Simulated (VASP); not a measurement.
Input of a VASP 6.6.1 run:

File INCAR:

```
SYSTEM = Pd
PREC = Accurate ; ENCUT = 520
EDIFF = 1E-6 ; ISMEAR = -1
SIGMA = 0.05 ; LREAL = .FALSE.
LASPH = .TRUE. ; NELM = 150
ALGO = Normal ; ISIF = 2
LWAVE = .FALSE. ; LCHARG = .FALSE.
ISPIN = 2 ; MAGMOM = 0.5
LORBIT = 11 ; LMAXMIX = 4
GGA = CA ; NBANDS = 15
```

The input KPOINTS:

```
Automatic mesh
0
G
  23 23 23
  0 0 0
```

POSCAR

```
Pd
1.0
    0.0000000000      1.8676400495      1.8676400495
    1.8676400495      0.0000000000      1.8676400495
    1.8676400495      1.8676400495      0.0000000000
Pd
1
Direct
    0.0000000000      0.0000000000      0.0000000000
```

Potentials or basis: VASP PAW LDA potentials, release 64 (Pd).

Run with:

```console
$ cat potpaw_LDA.64/Pd/POTCAR > POTCAR
$ mpirun -np 1 vasp_std > vasp.out
```

What does it give for the band gap on the k mesh?

Zero (filled and empty bands overlap).

What does it give for the net moment?

0.00 μB per cell.

What does it give for the pressure?

23.7 GPa.

Caveat: the cell stands under pressure.
